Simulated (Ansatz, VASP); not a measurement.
**Ga: VASP beside Ansatz**

File INCAR:

```
SYSTEM = Ga
PREC = Accurate ; ENCUT = 520
EDIFF = 1E-6 ; ISMEAR = -1
SIGMA = 0.05 ; LREAL = .False.
LASPH = .True. ; NELM = 60
ALGO = Fast ; ISIF = 2
LWAVE = .False. ; LCHARG = .False.
GGA = PE ; NBANDS = 20
```

The input KPOINTS:

```
Automatic mesh
0
Gamma
  10 10 8
  0 0 0
```

The input POSCAR:

```
Ga
1.0
    1.3830000000     -4.0265000000      0.0000000000
    1.3830000000      4.0265000000      0.0000000000
   -0.1174474948      0.0000000000      3.3299294416
Ga
2
Direct
    0.1310000000      0.8690000000      0.7500000000
    0.8690000000      0.1310000000      0.2500000000
```

File input.yaml:

```yaml
crystal:
  lattice:
    - [1.383, -4.0265, 0.0]
    - [1.383, 4.0265, 0.0]
    - [-0.1174474948, 0.0, 3.3299294416]
  atoms:
    - { symbol: Ga, position: [0.131, 0.869, 0.75] }
    - { symbol: Ga, position: [0.869, 0.131, 0.25] }
hamiltonian:
  xc: pbe
  pseudopotentials: { kind: paw }
kpoints:
  mp_grid: { grid: [10, 10, 8] }
  band_path:
    path:
      - [[0.0, 0.0, 0.0], [-0.2794936799, -0.2794936799, 0.0025046701], [-0.2865069778, -0.2865069778, 0.4818696886], [-0.2724803819, -0.2724803819, 0.5231396517], [0.0, 0.0, 0.5], [-0.5, 0.5, 0.5], [-0.7134930222, 0.2865069778, 0.5181303114]]
      - [[-0.7275196181, 0.2724803819, 0.4768603483], [-0.7205063201, 0.2794936799, -0.0025046701], [-0.5, 0.5, 0.0], [0.0, 0.0, 0.0], [-0.5, 0.0, 0.0]]
      - [[-0.5, 0.0, 0.5], [0.0, 0.0, 0.0]]
    npoints: 14
scf:
  occupations: { method: fermi_dirac, width: 0.05 }
  n_extra_bands: 6
output:
  forces: true
  stress: true
  eigenvalues: true
  fatbands: false
```

Alike in both runs: functional PBE; k mesh 10 × 10 × 8; occupations fermi-dirac, width 0.05 eV; no spin polarisation.

|  | VASP | Ansatz |
| --- | --- | --- |
| version | VASP 6.6.1 | Ansatz 0.2.0 |
| potentials or method | VASP PAW PBE potentials, release 64 (Ga_d) | Ansatz PAW |
| plane-wave cutoff (eV) | 520 | 420 |
| valence electrons in the cell | 26 | 26 |
| task | single point | band structure |

```csv
,VASP,Ansatz,Ansatz less VASP
gap on the k mesh at the Fermi level (eV),none,none,-
pressure (GPa),1.6,1.6,+0.01
"traceless stress, the component that is largest in VASP (GPa)",-0.97,-0.95,+0.020
rms of the force components (eV/Å),0.118,0.116,-0.0019
```

Atom by atom the forces differ by 0.002 eV/Å (rms over components). A gap of «none» marks a metal or a gap that the smearing closes. With one functional, cell and mesh, what is left measures potentials, basis and numerics.
